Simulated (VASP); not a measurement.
A run of VASP 6.6.1 is set up as follows.

INCAR

```
SYSTEM = CdS
ALGO     = Normal         ! electronic algorithm
EDIFF    = 1E-7           ! SCF threshold, eV
ENCUT    = 520            ! plane-wave cutoff, eV
GGA      = CA             ! functional
ISIF     = 2              ! what is computed and relaxed
ISMEAR   = 0              ! smearing method
LASPH    = .TRUE.         ! aspherical terms in the spheres
LCHARG   = .TRUE.         ! write CHGCAR
LELF     = .TRUE.         ! ELF
LREAL    = .FALSE.        ! projectors in reciprocal space
LVHAR    = .TRUE.       
LWAVE    = .FALSE.        ! write WAVECAR
NBANDS   = 16             ! bands
NELM     = 60             ! most SCF steps
PREC     = Accurate       ! precision mode
SIGMA    = 0.01           ! smearing width, eV
```

KPOINTS

```
k-points
0
G
  8 8 8
  0 0 0
```

Contents of POSCAR:

```
CdS
1.0
    0.0000000000      2.7982208046      2.7982208046
    2.7982208046      0.0000000000      2.7982208046
    2.7982208046      2.7982208046      0.0000000000
Cd S
1 1
Direct
    0.0000000000      0.0000000000      0.0000000000
    0.7500000000      0.7500000000      0.7500000000
```

Potentials or basis: VASP PAW LDA potentials, release 64 (Cd, S).

The run is started by

```console
$ cat potpaw_LDA.64/Cd/POTCAR potpaw_LDA.64/S/POTCAR > POTCAR
$ mpirun -np 1 vasp_std > vasp.out
```

Task: Predict the pressure.

Result: 7.8 GPa.

Task: Estimate the band gap on the k mesh.

Result: 1.15 eV.

Caveat: the cell stands under pressure.
